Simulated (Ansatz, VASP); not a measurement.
Si3F4: VASP beside Ansatz

File INCAR:

```
ALGO = Normal
EDIFF = 1E-6
ENCUT = 910
GGA = PE
GGA_COMPAT = F
ISIF = 2
ISMEAR = 0
ISPIN = 2
LASPH = T
LCHARG = T
LELF = T
LORBIT = 11
LREAL = F
LVHAR = T
LWAVE = F
MAGMOM = 0 0 0 1 1 1 1
NBANDS = 33
NELM = 200
PREC = Accurate
SIGMA = 0.1
```

Contents of KPOINTS:

```
k-points
0
Gamma
  4 4 4
```

POSCAR

```
Si3F4
1.0
    0.0000000000      3.7141017400      3.7141017400
    3.7141017400      0.0000000000      3.7141017400
    3.7141017400      3.7141017400      0.0000000000
Si F
3 4
Direct
    0.7500000000      0.7500000000      0.7500000000
    0.0000000000      0.0000000000      0.0000000000
    0.5000000000      0.5000000000      0.5000000000
    0.2016145000      0.2016145000      0.2016145000
    0.2016145000      0.2016145000      0.3951565000
    0.2016145000      0.3951565000      0.2016145000
    0.3951565000      0.2016145000      0.2016145000
```

Input for Ansatz:

```yaml
crystal:
  lattice:
    - [0.0, 3.71410174, 3.71410174]
    - [3.71410174, 0.0, 3.71410174]
    - [3.71410174, 3.71410174, 0.0]
  atoms:
    - { symbol: Si, position: [0.75, 0.75, 0.75] }
    - { symbol: Si, position: [0.0, 0.0, 0.0] }
    - { symbol: Si, position: [0.5, 0.5, 0.5] }
    - { symbol: F, position: [0.2016145, 0.2016145, 0.2016145], spin: 1.0 }
    - { symbol: F, position: [0.2016145, 0.2016145, 0.3951565], spin: 1.0 }
    - { symbol: F, position: [0.2016145, 0.3951565, 0.2016145], spin: 1.0 }
    - { symbol: F, position: [0.3951565, 0.2016145, 0.2016145], spin: 1.0 }
basis:
  ecutwfc: 420
kpoints:
  mp_grid: { grid: [4, 4, 4] }
hamiltonian:
  xc: pbe
scf:
  occupations: { method: gaussian, width: 0.1 }
  lower_state_search: "off"
output:
  forces: true
  stress: true
  eigenvalues: true
  populations: true
magnetization:
  spin_polarized: true
```

Alike in both runs: task single point; functional PBE; k mesh 4 × 4 × 4; occupations gaussian, width 0.1 eV; collinear spin.

```csv
,VASP,Ansatz
version,VASP 6.6.1,Ansatz 0.2.0
potentials or method,"VASP PAW PBE potentials, release 64 (Si, F_h), cutoff 910 eV","scalar-relativistic, plane waves, PAW"
valence electrons in the cell,40,40
```

Ansatz gave:

| Property | Result |
| --- | --- |
| gap on the k mesh at the Fermi level (eV) | none |
| rms of the force components (eV/Å) | 80.168 |
| net moment per atom (μB) | 0.00 |

Task: What did VASP give for the same quantities?

Result: gap on the k mesh at the Fermi level (eV): none; rms of the force components (eV/Å): 89.497; net moment per atom (μB): 0.00.

Atom by atom the forces differ by 9.330 eV/Å (rms over components). A gap of «none» marks a metal or a gap that the smearing closes. Ansatz's warnings: seeded moment not kept.

The k mesh is coarse, so the values compare programs but aren't converged. Noted on VASP's run: the cutoff is short for stress, so the pressure is rough.
